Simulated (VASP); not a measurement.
# TiSnTe3 (P4/mmm) in VASP: further runs

Runs on TiSnTe3. Level: PBE. Tasks: single point.

All numbers are computed with VASP 6.6.1; they aren't measurements. Logs are shortened: lines on timing, memory, paths and dates and some standing lists are left out, and cuts for length are marked.

**1. The cell of the first run**

The structure is tetragonal, space group P4/mmm (No. 123). Conventional cell: a = 4.157 Å, b = 4.157 Å, c = 8.920 Å, α = 90.00°, β = 90.00°, γ = 90.00°. Ti (site symmetry 4/mmm) has 2 Te at 2.13 Å within 2.8 Å. Sn (site symmetry 4/mmm) has 6 Te at 2.33 to 2.94 Å within 3.1 Å. Within 2.8 Å of Te (site symmetry 4mm) lie 1 Ti at 2.13 Å and 1 Sn at 2.33 Å. Te (site symmetry 4/mmm) has 4 Sn at 2.94 Å and 8 Te at 3.75 Å within 3.9 Å.

The cell was built from a structure type or drawn by symmetry, and may not be a known phase.

**2. Single point, PBE**

Contents of INCAR:

```
SYSTEM = TiSnTe3
PREC = Accurate ; ENCUT = 520
EDIFF = 1E-7 ; ISMEAR = 0
SIGMA = 0.1 ; LREAL = .False.
LASPH = .True. ; NELM = 80
ALGO = Normal ; ISIF = 2
LWAVE = .False. ; LCHARG = .True.
GGA = PE ; LELF = .True.
LVHAR = .True. ; NBANDS = 30
```

Contents of KPOINTS:

```
Automatic mesh
0
Gamma
  4 4 2
  0 0 0
```

Contents of POSCAR:

```
TiSnTe3
1.0
    4.1566927000      0.0000000000      0.0000000000
    0.0000000000      4.1566927000      0.0000000000
    0.0000000000      0.0000000000      8.9201128100
Ti Sn Te
1 1 3
Direct
    0.0000000000      0.0000000000      0.0000000000
    0.0000000000      0.0000000000      0.5000000000
    0.0000000000      0.0000000000      0.7610120300
    0.0000000000      0.0000000000      0.2389879700
    0.5000000000      0.5000000000      0.5000000000
```

Potentials or basis: VASP PAW PBE potentials, release 64 (Ti_sv, Sn_d, Te).

Command:

```sh
$ cat potpaw_PBE.64/Ti_sv/POTCAR potpaw_PBE.64/Sn_d/POTCAR potpaw_PBE.64/Te/POTCAR > POTCAR
$ mpirun -np 1 vasp_std > vasp.out
```

OUTCAR:

```text
SYSTEM = TiSnTe3
   PREC = Accurate
   ENCUT = 520
   EDIFF = 1E-7
   ISMEAR = 0
   LREAL = .False.
   LASPH = .True.
   NELM = 80
   ISIF = 2
   GGA = PE

 ion  position               nearest neighbor table
   1  0.000  0.000  0.000-   3 2.13   4 2.13
   2  0.000  0.000  0.500-   3 2.33   4 2.33   5 2.94   5 2.94   5 2.94   5 2.94
   3  0.000  0.000  0.761-   1 2.13   2 2.33
   4  0.000  0.000  0.239-   1 2.13   2 2.33
   5  0.500  0.500  0.500-   2 2.94   2 2.94   2 2.94   2 2.94

  LATTYP: Found a simple tetragonal cell.
 ALAT       =     4.1566927000
 C/A-ratio  =     2.1459639800

  Lattice vectors:

 A1 = (   4.1566927000,   0.0000000000,   0.0000000000)
 A2 = (   0.0000000000,   4.1566927000,   0.0000000000)
 A3 = (   0.0000000000,   0.0000000000,   8.9201128100)

Analysis of symmetry for initial positions (statically):
=====================================================================
 Subroutine PRICEL returns:
 Original cell was already a primitive cell.

 Routine SETGRP: Setting up the symmetry group for a
 simple tetragonal supercell.

 Subroutine GETGRP returns: Found 16 space group operations
 (whereof 16 operations were pure point group operations)
 out of a pool of 16 trial point group operations.

The static configuration has the point symmetry D_4h.

Analysis of symmetry for dynamics (positions and initial velocities):
=====================================================================
 Subroutine PRICEL returns:
 Original cell was already a primitive cell.

 Routine SETGRP: Setting up the symmetry group for a
 simple tetragonal supercell.

 Subroutine GETGRP returns: Found 16 space group operations
 (whereof 16 operations were pure point group operations)
 out of a pool of 16 trial point group operations.

The dynamic configuration has the point symmetry D_4h.

 Subroutine INISYM returns: Found 16 space group operations
 (whereof 16 operations are pure point group operations),
 and found     1 'primitive' translations

----------------------------------------------------------------------------------------

                                     Primitive cell

  volume of cell :     154.1225

  direct lattice vectors                    reciprocal lattice vectors
     4.156692700  0.000000000  0.000000000     0.240575879  0.000000000  0.000000000
     0.000000000  4.156692700  0.000000000     0.000000000  0.240575879  0.000000000
     0.000000000  0.000000000  8.920112810     0.000000000  0.000000000  0.112106206

  length of vectors
     4.156692700  4.156692700  8.920112810     0.240575879  0.240575879  0.112106206

  position of ions in fractional coordinates (direct lattice)
     0.000000000  0.000000000  0.000000000
     0.000000000  0.000000000  0.500000000
     0.000000000  0.000000000  0.761012030
     0.000000000  0.000000000  0.238987970
     0.500000000  0.500000000  0.500000000

  ion indices of the primitive-cell ions
   primitive index   ion index
                 1           1
                 2           2
                 3           3
                 4           4
                 5           5

----------------------------------------------------------------------------------------

 KPOINTS: Automatic mesh

Automatic generation of k-mesh.
 Grid dimensions read from file:
 generate k-points for:    4    4    2

 Generating k-lattice:

  Cartesian coordinates                     Fractional coordinates (reciprocal lattice)
     0.060143970  0.000000000  0.000000000     0.250000000  0.000000000  0.000000000
     0.000000000  0.060143970  0.000000000     0.000000000  0.250000000  0.000000000
     0.000000000  0.000000000  0.056053103     0.000000000  0.000000000  0.500000000

  Length of vectors
     0.060143970  0.060143970  0.056053103

  Shift w.r.t. Gamma in fractional coordinates (k-lattice)
     0.000000000  0.000000000  0.000000000

 Subroutine IBZKPT returns following result:
 ===========================================

 Found     12 irreducible k-points:

 Following reciprocal coordinates:
            Coordinates               Weight
  0.000000  0.000000  0.000000      1.000000
  0.250000  0.000000  0.000000      4.000000
  0.500000  0.000000  0.000000      2.000000
  0.250000  0.250000  0.000000      4.000000
  0.500000  0.250000  0.000000      4.000000
  0.500000  0.500000  0.000000      1.000000
  0.000000  0.000000  0.500000      1.000000
  0.250000  0.000000  0.500000      4.000000
  0.500000  0.000000  0.500000      2.000000
  0.250000  0.250000  0.500000      4.000000
  0.500000  0.250000  0.500000      4.000000
  0.500000  0.500000  0.500000      1.000000
   k-points           NKPTS =     12   k-points in BZ     NKDIM =     12   number of bands    NBANDS=     30
   number of dos      NEDOS =    301   number of ions     NIONS =      5
   total plane-waves  NPLWV =  71680
   dimension x,y,z NGX =    32 NGY =   32 NGZ =   70
   dimension x,y,z NGXF=    64 NGYF=   64 NGZF=  140
   ions per type =               1   1   3
   NGX,Y,Z   is equivalent  to a cutoff of  12.80, 12.80, 13.05 a.u.
   NGXF,Y,Z  is equivalent  to a cutoff of  25.60, 25.60, 26.09 a.u.
 SYSTEM =  TiSnTe3
   PREC   = accura    normal or accurate (medium, high low for compatibility)
   ISTART =      0    job   : 0-new  1-cont  2-samecut
   ICHARG =      2    charge: 1-file 2-atom 10-const
   ISPIN  =      1    spin polarized calculation?
   LNONCOLLINEAR =      F non collinear calculations
   LSORBIT =      F    spin-orbit coupling
   LASPH  =      T    aspherical Exc in radial PAW
   ENCUT  =  520.0 eV  38.22 Ry    6.18 a.u.   7.73  7.73 16.59*2*pi/ulx,y,z
   NELM   =     80;   NELMIN=  2; NELMDL= -5     # of ELM steps
   EDIFF  = 0.1E-06   stopping-criterion for ELM
   LREAL  =      F    real-space projection
   EDIFFG = 0.1E-05   stopping-criterion for IOM
   NSW    =      0    number of steps for IOM
   IBRION =     -1    ionic relax: 0-MD 1-quasi-New 2-CG
   NFREE  =      0    steps in history (QN), initial steepest desc. (CG)
   ISIF   =      2    stress and relaxation
   ISYM   =      2    0-nonsym 1-usesym 2-fastsym
   POTIM  = 0.5000    time-step for ionic-motion
   TEBEG  =    0.0;   TEEND  =   0.0 temperature during run
   PSTRESS=    0.0 pullay stress
   NELECT =      44.0000    total number of electrons
   NUPDOWN=      -1.0000    fix difference up-down
   EMIN   =  10.00;   EMAX   =-10.00  energy-range for DOS
   EFERMI =   0.00;   METHOD = LEGACY
   ISMEAR =     0;   SIGMA  =   0.10  broadening in eV -4-tet -1-fermi 0-gaus
   EFERMI_NEDOS =   21; number of points for ismear=-14 and -15
   IALGO  =     38    algorithm
   IMIX   =      4    mixing-type and parameters
     AMIX     =   0.40;   BMIX     =  1.00
     AMIX_MAG =   1.60;   BMIX_MAG =  1.00
  volume/ion in A,a.u.               =      30.82       208.01
  Fermi-wavevector in a.u.,A,eV,Ry     =   1.077963  2.037054 15.810013  1.162003
  Thomas-Fermi vector in A             =   2.213888
   LORBIT       =      0    0 simple, 1 ext, 2 COOP (PROOUT), +10 PAW based schemes
   GGA     = PE    functional components
   LHFCALC =     F    Hartree Fock is set to
   AEXX    =    0.0000 exact exchange contribution
   IVDW    =     0    specifies the selected vdW correction
   LEPSILON=     F    determine dielectric tensor
   LRPA    =     F    only Hartree local field effects (RPA)
 non-spin polarized calculation
 Gauss-broadening in eV      SIGMA  =   0.10
  energy-cutoff  :      520.00
  volume of cell :      154.12
 maximum number of plane-waves:      4162
 NGX is ok and might be reduce to    32
   NGX = 15   NGY = 15   NGZ = 33

 number of electron      43.9999991 magnetization

 Free energy of the ion-electron system (eV)
  ---------------------------------------------------
  ext. energy  EPLUGINS =         0.00000000
  ---------------------------------------------------
  free energy    TOTEN  =       -12.63538370 eV

  energy without entropy =      -12.61719208  energy(sigma->0) =      -12.62628789

 E-fermi :   6.1437     XC(G=0):  -9.0565

 val. band max:        6.1363783575   @ k =   0.2500   0.0000   0.0000
 cond. band min:       6.1478880263   @ k =   0.5000   0.5000   0.5000
 fundamental gap:      0.0115096689
 Fermi energy:         6.1436539611

 k-point     1 :       0.0000    0.0000    0.0000
  band No.  band energies     occupation
      1     -51.1710      2.00000
      2     -27.7153      2.00000
      3     -27.5291      2.00000
      4     -27.5291      2.00000
      5     -16.9245      2.00000
      6     -16.5034      2.00000
[... 22 lines left out ...]
     29      10.7271      0.00000
     30      10.7271      0.00000

 k-point     2 :       0.2500    0.0000    0.0000
  band No.  band energies     occupation
      1     -51.1709      2.00000
      2     -27.7149      2.00000
      3     -27.5322      2.00000
      4     -27.5289      2.00000
      5     -16.9214      2.00000
      6     -16.5067      2.00000
[... 22 lines left out ...]
     29       8.7818      0.00000
     30      10.4318      0.00000

 k-point     3 :       0.5000    0.0000    0.0000
  band No.  band energies     occupation
      1     -51.1708      2.00000
      2     -27.7145      2.00000
      3     -27.5354      2.00000
      4     -27.5287      2.00000
      5     -16.9183      2.00000
      6     -16.5101      2.00000
[... 22 lines left out ...]
     29       8.0639      0.00000
     30       9.3505      0.00000

 k-point     4 :       0.2500    0.2500    0.0000
  band No.  band energies     occupation
      1     -51.1708      2.00000
      2     -27.7145      2.00000
      3     -27.5320      2.00000
      4     -27.5320      2.00000
      5     -16.9183      2.00000
      6     -16.5066      2.00000
[... 220 lines left out ...]
     29      10.1019      0.00000
     30      10.2650      0.00000

 k-point    11 :       0.5000    0.2500    0.5000
  band No.  band energies     occupation
      1     -51.1707      2.00000
      2     -27.7142      2.00000
      3     -27.5352      2.00000
      4     -27.5318      2.00000
      5     -16.9153      2.00000
      6     -16.5094      2.00000
[... 22 lines left out ...]
     29      10.1714      0.00000
     30      10.5568      0.00000

 k-point    12 :       0.5000    0.5000    0.5000
  band No.  band energies     occupation
      1     -51.1705      2.00000
      2     -27.7138      2.00000
      3     -27.5349      2.00000
      4     -27.5349      2.00000
      5     -16.9123      2.00000
      6     -16.5087      2.00000
[... 22 lines left out ...]
     29       8.8723      0.00000
     30      10.3866      0.00000

------------------------ aborting loop because EDIFF is reached ----------------------------------------

  FORCE on cell =-STRESS in cart. coord.  units (eV):
  Direction    XX          YY          ZZ          XY          YZ          ZX
  --------------------------------------------------------------------------------------
  -------------------------------------------------------------------------------------
  Total        4.2460476      4.2460476     74.2758812      0.0000000      0.0000000      0.0000000
  in kB       44.1396874     44.1396874    772.1331719      0.0000000      0.0000000      0.0000000
  external PRESSURE =     286.8041823 kB  Pullay stress =       0.0000000 kB

 VOLUME and BASIS-vectors are now :
 -----------------------------------------------------------------------------
  energy-cutoff  :      520.00
  volume of cell :      154.12
      direct lattice vectors                 reciprocal lattice vectors
     4.156692700  0.000000000  0.000000000     0.240575879  0.000000000  0.000000000
     0.000000000  4.156692700  0.000000000     0.000000000  0.240575879  0.000000000
     0.000000000  0.000000000  8.920112810     0.000000000  0.000000000  0.112106206

 POSITION                                       TOTAL-FORCE (eV/Angst)
 -----------------------------------------------------------------------------------
      0.00000      0.00000      0.00000         0.000000      0.000000      0.000000
      0.00000      0.00000      4.46006         0.000000      0.000000      0.000000
      0.00000      0.00000      6.78831         0.000000     -0.000000     -0.310301
      0.00000      0.00000      2.13180        -0.000000     -0.000000      0.310301
      2.07835      2.07835      4.46006         0.000000      0.000000      0.000000
 -----------------------------------------------------------------------------------
    total drift:                                0.000000      0.000000      0.000000

  FREE ENERGIE OF THE ION-ELECTRON SYSTEM (eV)
  ---------------------------------------------------
  free  energy   TOTEN  =       -12.6353837016 eV

  energy  without entropy=      -12.6171920826  energy(sigma->0) =      -12.62628789
```

Run time: 85 s. Hardware: 1 thread of Intel Xeon Platinum 8488C (Sapphire Rapids), shared host; peak memory 0.28 GiB.

What came out:

```yaml
Free_energy: -12.6354 eV
Pressure: 28.7 GPa
Largest_force: 0.310 eV/Å
Band_gap_on_the_k_mesh: zero (bands 22 and 23 overlap by 0.72 eV)
```

Forces in eV/Å, atoms in the order of the input:
```
Ti   0.000  0.000  0.000
Sn   0.000  0.000  0.000
Te   0.000  0.000 -0.310
Te   0.000  0.000  0.310
Te   0.000  0.000  0.000
```

Stress tensor (GPa, compression positive):
```
 4.41  0.00  0.00
 0.00  4.41  0.00
 0.00  0.00 77.21
```

Caveat: the k points lie up to 0.38 Å⁻¹ apart, too coarse for converged energies and pressures of a metal; spin-orbit coupling is left out, which moves the levels of the heavy elements.

**3. Single point, PBE**

This run uses another cell than the first one, of 40.53 Å³/atom.

Contents of INCAR:

```
SYSTEM = TiSnTe3
ALGO = Normal
EDIFF = 1E-7
ENCUT = 520
GGA = PE
ISIF = 2
ISMEAR = 0
LASPH = .TRUE.
LCHARG = .FALSE.
LREAL = .FALSE.
LWAVE = .FALSE.
NBANDS = 30
NELM = 80
PREC = Accurate
SIGMA = 0.1
```

Contents of KPOINTS:

```
k-points
0
G
  4 4 2
  0 0 0
```

Contents of POSCAR:

```
TiSnTe3
1.0
    4.1888859134      0.0000000000      0.0000000000
    0.0000000000      4.1888859134      0.0000000000
    0.0000000000      0.0000000000     11.5486586382
Ti Sn Te
1 1 3
Direct
    0.0000000000      0.0000000000      0.0000000000
    0.0000000000      0.0000000000      0.5000000000
    0.0000000000      0.0000000000      0.7816724390
    0.0000000000      0.0000000000      0.2183275610
    0.5000000000      0.5000000000      0.5000000000
```

Potentials or basis: VASP PAW PBE potentials, release 64 (Ti_sv, Sn_d, Te).

Command:

```sh
$ cat potpaw_PBE.64/Ti_sv/POTCAR potpaw_PBE.64/Sn_d/POTCAR potpaw_PBE.64/Te/POTCAR > POTCAR
$ mpirun -np 1 vasp_std > vasp.out
```

Wall time 2.1 min (1 thread of Intel Xeon Platinum 8488C (Sapphire Rapids), shared host); peak memory 0.32 GiB.

Results (log left out):

| Property | Result |
| --- | --- |
| Free energy | -19.1436 eV |
| Pressure | 0.0 GPa |
| Largest force | 0.008 eV/Å |
| Band gap on the k mesh | zero (bands 22 and 23 overlap by 0.30 eV) |

Forces on the atoms (eV/Å):
```
Ti   0.000  0.000  0.000
Sn   0.000  0.000  0.000
Te   0.000  0.000 -0.008
Te   0.000  0.000  0.008
Te   0.000  0.000  0.000
```

Levels at points of the mesh, in eV from the Fermi level:
```
           k point  band 18  band 19  band 20  band 21  band 22  band 23  band 24  band 25  band 26  band 27
(0.00, 0.00, 0.00)    -0.87    -0.87    -0.76    -0.48    -0.14    -0.01    -0.01     0.67     1.63     1.63
(0.50, 0.00, 0.00)    -0.96    -0.70    -0.66    -0.22     0.06     0.46     1.11     1.12     1.41     1.45
(0.50, 0.50, 0.00)    -2.06    -1.97    -1.79    -1.79    -0.72    -0.03     0.75     0.92     0.92     1.84
(0.00, 0.00, 0.50)    -1.18    -0.81    -0.81    -0.67    -0.14    -0.10    -0.10     0.67     1.69     1.69
(0.50, 0.00, 0.50)    -0.84    -0.73    -0.66    -0.22     0.20     0.46     0.77     0.98     1.22     1.50
(0.50, 0.50, 0.50)    -2.08    -1.93    -1.93    -0.72    -0.59    -0.02     0.75     1.04     1.04     1.39
```

Caveat: the k points lie up to 0.37 Å⁻¹ apart; spin-orbit coupling is left out, which moves the levels of the heavy elements.
